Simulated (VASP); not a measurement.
# Si3Ni (Pm-3m) in VASP: single point with PBEsol

Aim: the single point of Si3Ni with PBEsol.

Program: VASP 6.6.1. These are calculated values, not measurements. Logs are shortened: lines on timing, memory, paths and dates and some standing lists are left out, and cuts for length are marked.

## (1) The cell of the first run

The structure is cubic, space group Pm-3m (No. 221). Conventional cell: a = 3.700 Å, b = 3.700 Å, c = 3.700 Å, α = 90.00°, β = 90.00°, γ = 90.00°. Si (site symmetry 4/mmm) has 8 Si at 2.62 Å and 4 Ni at 2.62 Å within 3.5 Å. Within 3.5 Å of Si (site symmetry 4/mmm) lie 4 Ni at 2.62 Å and 8 Si at 2.62 Å. Within 3.5 Å of Ni (site symmetry m-3m) lie 12 Si at 2.62 Å.

## (2) Single point, PBEsol, collinear spin, antiferromagnetic start

Input file INCAR:

```
SYSTEM = Si3Ni
ALGO = Normal
EDIFF = 1E-6
ENCUT = 520
GGA = PS
ISIF = 2
ISMEAR = 0
ISPIN = 2
KPAR = 4
LASPH = .True.
LCHARG = .False.
LMAXMIX = 4
LORBIT = 11
LREAL = .False.
LWAVE = .False.
MAGMOM = 0 0 0 0 0 0 1 -1
NBANDS = 36
NELM = 150
PREC = Accurate
SIGMA = 0.1
```

Input file KPOINTS:

```
k-points
0
Gamma
  12 12 6
  0 0 0
```

Input file POSCAR:

```
Si3Ni
1.0
    3.7003493891      0.0000000000      0.0000000000
    0.0000000000      3.7003493891      0.0000000000
    0.0000000000      0.0000000000      7.4006987783
Si Ni
6 2
Direct
    0.0000000000      0.5000000000      0.2500000000
    0.5000000000      1.0000000000      0.2500000000
    0.5000000000      0.5000000000      1.0000000000
    0.0000000000      0.5000000000      0.7500000000
    0.5000000000      1.0000000000      0.7500000000
    0.5000000000      0.5000000000      0.5000000000
    0.0000000000      1.0000000000      1.0000000000
    0.0000000000      1.0000000000      0.5000000000
```

Potentials or basis: VASP PAW PBE potentials, release 64 (Si, Ni).

Run with:

```console
$ cat potpaw_PBE.64/Si/POTCAR potpaw_PBE.64/Ni/POTCAR > POTCAR
$ mpirun -np 4 vasp_std > vasp.out
```

OUTCAR:

```text
SYSTEM = Si3Ni
   EDIFF = 1E-6
   ENCUT = 520
   GGA = PS
   ISIF = 2
   ISMEAR = 0
   ISPIN = 2
   LASPH = .True.
   LORBIT = 11
   LREAL = .False.
   NELM = 150
   PREC = Accurate

 ion  position               nearest neighbor table
   1  0.000  0.500  0.250-   2 2.62   2 2.62   2 2.62   2 2.62   8 2.62   3 2.62   7 2.62   8 2.62
                             6 2.62   3 2.62   6 2.62   7 2.62
   2  0.500  0.000  0.250-   1 2.62   1 2.62   1 2.62   1 2.62   8 2.62   3 2.62   3 2.62   6 2.62
                             6 2.62   7 2.62   8 2.62   7 2.62
   3  0.500  0.500  0.000-   7 2.62   7 2.62   7 2.62   7 2.62   1 2.62   2 2.62   5 2.62   2 2.62
                             1 2.62   4 2.62   4 2.62   5 2.62
   4  0.000  0.500  0.750-   5 2.62   5 2.62   5 2.62   5 2.62   8 2.62   3 2.62   7 2.62   8 2.62
                             3 2.62   6 2.62   6 2.62   7 2.62
   5  0.500  0.000  0.750-   4 2.62   4 2.62   4 2.62   4 2.62   8 2.62   3 2.62   3 2.62   6 2.62
                             6 2.62   7 2.62   8 2.62   7 2.62
   6  0.500  0.500  0.500-   8 2.62   8 2.62   8 2.62   8 2.62   1 2.62   2 2.62   5 2.62   2 2.62
                             1 2.62   4 2.62   4 2.62   5 2.62
   7  0.000  0.000  0.000-   3 2.62   3 2.62   3 2.62   3 2.62   5 2.62   1 2.62   2 2.62   4 2.62
                             2 2.62   1 2.62   5 2.62   4 2.62
   8  0.000  0.000  0.500-   6 2.62   6 2.62   6 2.62   6 2.62   1 2.62   1 2.62   4 2.62   2 2.62
                             2 2.62   5 2.62   4 2.62   5 2.62

  LATTYP: Found a simple tetragonal cell.
 ALAT       =     3.7003493891
 C/A-ratio  =     2.0000000000

  Lattice vectors:

 A1 = (   3.7003493891,   0.0000000000,   0.0000000000)
 A2 = (   0.0000000000,   3.7003493891,   0.0000000000)
 A3 = (   0.0000000000,   0.0000000000,   7.4006987783)

Analysis of symmetry for initial positions (statically):
=====================================================================
 Subroutine PRICEL returns following result:

  LATTYP: Found a simple cubic cell.
 ALAT       =     3.7003493891
[... 12 lines left out ...]
 Subroutine GETGRP returns: Found 16 space group operations
 (whereof 16 operations were pure point group operations)
 out of a pool of 16 trial point group operations.

The static configuration has the point symmetry D_4h.

Analysis of symmetry for dynamics (positions and initial velocities):
=====================================================================
 Subroutine PRICEL returns following result:

  LATTYP: Found a simple cubic cell.
 ALAT       =     3.7003493891
[... 12 lines left out ...]
 Subroutine GETGRP returns: Found 16 space group operations
 (whereof 16 operations were pure point group operations)
 out of a pool of 16 trial point group operations.

The dynamic configuration has the point symmetry D_4h.

Analysis of structural, dynamic, and magnetic symmetry:
=====================================================================
 Subroutine PRICEL returns following result:

  LATTYP: Found a simple cubic cell.
 ALAT       =     3.7003493891
[... 12 lines left out ...]
 Subroutine GETGRP returns: Found 16 space group operations
 (whereof 16 operations were pure point group operations)
 out of a pool of 16 trial point group operations.

The overall configuration has the point symmetry D_4h.

 Subroutine INISYM returns: Found 16 space group operations
 (whereof 16 operations are pure point group operations),
 and found     2 'primitive' translations

----------------------------------------------------------------------------------------

                                     Primitive cell

  volume of cell :      50.6674

  direct lattice vectors                    reciprocal lattice vectors
     3.700349389  0.000000000  0.000000000     0.270244751  0.000000000  0.000000000
     0.000000000  3.700349389  0.000000000     0.000000000  0.270244751  0.000000000
     0.000000000  0.000000000  3.700349389     0.000000000  0.000000000  0.270244751

  length of vectors
     3.700349389  3.700349389  3.700349389     0.270244751  0.270244751  0.270244751

  position of ions in fractional coordinates (direct lattice)
     0.000000000  0.500000000  0.500000000
     0.500000000  0.000000000  0.500000000
     0.500000000  0.500000000  0.000000000
     0.000000000  0.000000000  0.000000000

  ion indices of the primitive-cell ions
   primitive index   ion index
                 1           1
                 2           2
                 3           3
                 4           7
[... 64 lines left out ...]
   ISTART =      0    job   : 0-new  1-cont  2-samecut
   ICHARG =      2    charge: 1-file 2-atom 10-const
   ISPIN  =      2    spin polarized calculation?
   LNONCOLLINEAR =      F non collinear calculations
   LSORBIT =      F    spin-orbit coupling
   LASPH  =      T    aspherical Exc in radial PAW
   ENCUT  =  520.0 eV  38.22 Ry    6.18 a.u.   6.88  6.88 13.76*2*pi/ulx,y,z
   NELM   =    150;   NELMIN=  2; NELMDL= -5     # of ELM steps
   EDIFF  = 0.1E-05   stopping-criterion for ELM
   LREAL  =      F    real-space projection
   EDIFFG = 0.1E-04   stopping-criterion for IOM
   NSW    =      0    number of steps for IOM
   IBRION =     -1    ionic relax: 0-MD 1-quasi-New 2-CG
   NFREE  =      0    steps in history (QN), initial steepest desc. (CG)
   ISIF   =      2    stress and relaxation
   ISYM   =      2    0-nonsym 1-usesym 2-fastsym
   POTIM  = 0.5000    time-step for ionic-motion
   TEBEG  =    0.0;   TEEND  =   0.0 temperature during run
   PSTRESS=    0.0 pullay stress
   NELECT =      44.0000    total number of electrons
   NUPDOWN=      -1.0000    fix difference up-down
   EMIN   =  10.00;   EMAX   =-10.00  energy-range for DOS
   EFERMI =   0.00;   METHOD = LEGACY
   ISMEAR =     0;   SIGMA  =   0.10  broadening in eV -4-tet -1-fermi 0-gaus
   EFERMI_NEDOS =   21; number of points for ismear=-14 and -15
   IALGO  =     38    algorithm
   IMIX   =      4    mixing-type and parameters
     AMIX     =   0.40;   BMIX     =  1.00
     AMIX_MAG =   1.60;   BMIX_MAG =  1.00
  volume/ion in A,a.u.               =      12.67        85.48
  Fermi-wavevector in a.u.,A,eV,Ry     =   1.239671  2.342638 20.909207  1.536783
  Thomas-Fermi vector in A             =   2.374144
   LORBIT       =     11    0 simple, 1 ext, 2 COOP (PROOUT), +10 PAW based schemes
   GGA     = PS    functional components
   LHFCALC =     F    Hartree Fock is set to
   AEXX    =    0.0000 exact exchange contribution
   IVDW    =     0    specifies the selected vdW correction
   LEPSILON=     F    determine dielectric tensor
   LRPA    =     F    only Hartree local field effects (RPA)
 spin polarized calculation
 Gauss-broadening in eV      SIGMA  =   0.10
  energy-cutoff  :      520.00
  volume of cell :      101.33
 maximum number of plane-waves:      2764
 NGX is ok and might be reduce to    28
   NGX = 13   NGY = 13   NGZ = 27

 number of electron      43.9999957 magnetization      -0.0000000

 number of electron      43.9999957 magnetization       0.0000000

 Free energy of the ion-electron system (eV)
  ---------------------------------------------------
  ext. energy  EPLUGINS =         0.00000000
  ---------------------------------------------------
  free energy    TOTEN  =       -45.64239111 eV

  energy without entropy =      -45.62217640  energy(sigma->0) =      -45.63228376

 E-fermi :  11.0337     XC(G=0): -11.9814

 val. band max:       11.0330224792   @ k =   0.0833   0.0833   0.3333
 cond. band min:      11.0503855392   @ k =   0.0833   0.0000   0.0000
 fundamental gap:      0.0173630600
 Fermi energy:        11.0336748103

 spin component 1

 k-point     1 :       0.0000    0.0000    0.0000
  band No.  band energies     occupation
      1      -3.5220      1.00000
      2      -1.4387      1.00000
      3      -0.2269      1.00000
      4       5.8544      1.00000
      5       5.8544      1.00000
      6       6.2608      1.00000
[... 877 lines left out ...]
     33      18.8404      0.00000
     34      18.9189      0.00000

 [... further k-points ...]

 spin component 2

 k-point     1 :       0.0000    0.0000    0.0000
  band No.  band energies     occupation
      1      -3.5220      1.00000
      2      -1.4387      1.00000
      3      -0.2269      1.00000
      4       5.8544      1.00000
      5       5.8544      1.00000
      6       6.2608      1.00000
[... 877 lines left out ...]
     33      18.8404      0.00000
     34      18.9189      0.00000

 [... further k-points ...]

 [bands above 34 left out]

------------------------ aborting loop because EDIFF is reached ----------------------------------------

  FORCE on cell =-STRESS in cart. coord.  units (eV):
  Direction    XX          YY          ZZ          XY          YZ          ZX
  --------------------------------------------------------------------------------------
  -------------------------------------------------------------------------------------
  Total        0.1793108      0.1793108      0.1792817      0.0000000      0.0000000      0.0000000
  in kB        2.8350377      2.8350377      2.8345771      0.0000000      0.0000000      0.0000000
  external PRESSURE =       2.8348842 kB  Pullay stress =       0.0000000 kB

 VOLUME and BASIS-vectors are now :
 -----------------------------------------------------------------------------
  energy-cutoff  :      520.00
  volume of cell :      101.33
      direct lattice vectors                 reciprocal lattice vectors
     3.700349389  0.000000000  0.000000000     0.270244751  0.000000000  0.000000000
     0.000000000  3.700349389  0.000000000     0.000000000  0.270244751  0.000000000
     0.000000000  0.000000000  7.400698778     0.000000000  0.000000000  0.135122376

 POSITION                                       TOTAL-FORCE (eV/Angst)
 -----------------------------------------------------------------------------------
      0.00000      1.85017      1.85017        -0.000000     -0.000000     -0.000000
      1.85017      0.00000      1.85017        -0.000000     -0.000000     -0.000000
      1.85017      1.85017      0.00000        -0.000000      0.000000      0.000000
      0.00000      1.85017      5.55052        -0.000000     -0.000000      0.000000
      1.85017      0.00000      5.55052        -0.000000     -0.000000      0.000000
      1.85017      1.85017      3.70035        -0.000000      0.000000      0.000000
      0.00000      0.00000      0.00000         0.000000      0.000000      0.000000
      0.00000      0.00000      3.70035         0.000000      0.000000      0.000000
 -----------------------------------------------------------------------------------
    total drift:                               -0.000000     -0.000000      0.000000

  FREE ENERGIE OF THE ION-ELECTRON SYSTEM (eV)
  ---------------------------------------------------
  free  energy   TOTEN  =       -45.6423911120 eV

  energy  without entropy=      -45.6221764001  energy(sigma->0) =      -45.63228376

 total charge

# of ion       s       p       d       tot
------------------------------------------
    1        0.811   0.756   0.000   1.567
    2        0.811   0.756   0.000   1.567
    3        0.811   0.756   0.000   1.567
    4        0.811   0.756   0.000   1.567
    5        0.811   0.756   0.000   1.567
    6        0.811   0.756   0.000   1.567
    7        0.468   0.458   8.460   9.386
    8        0.468   0.458   8.460   9.386
--------------------------------------------------
tot          5.802   5.452  16.921  28.175

 magnetization (x)

# of ion       s       p       d       tot
------------------------------------------
    1        0.000   0.000   0.000   0.000
    2        0.000   0.000   0.000   0.000
    3       -0.000  -0.000   0.000  -0.000
    4        0.000   0.000   0.000   0.000
    5        0.000   0.000   0.000   0.000
    6        0.000   0.000   0.000   0.000
    7       -0.000  -0.000  -0.000  -0.000
    8        0.000   0.000   0.000   0.000
--------------------------------------------------
tot          0.000   0.000   0.000   0.000
```

It took 3.6 min on 4 MPI ranks of Intel Xeon Platinum 8259CL at 2.50GHz (Skylake/Cascade Lake), shared host; peak memory 0.63 GiB.

What came out:

```yaml
Free_energy: -45.6424 eV
Pressure: 0.3 GPa
Band_gap_on_the_k_mesh: zero (filled and empty bands overlap)
Net_moment: 0.00 μB per cell
Valence_electrons_inside_the_program's_atomic_spheres: Si 1.57; Ni 9.39
```

Caveat: the moments typed at the start vanished in this run; the PAW data sets were made with another functional, which shifts forces and pressure a little.
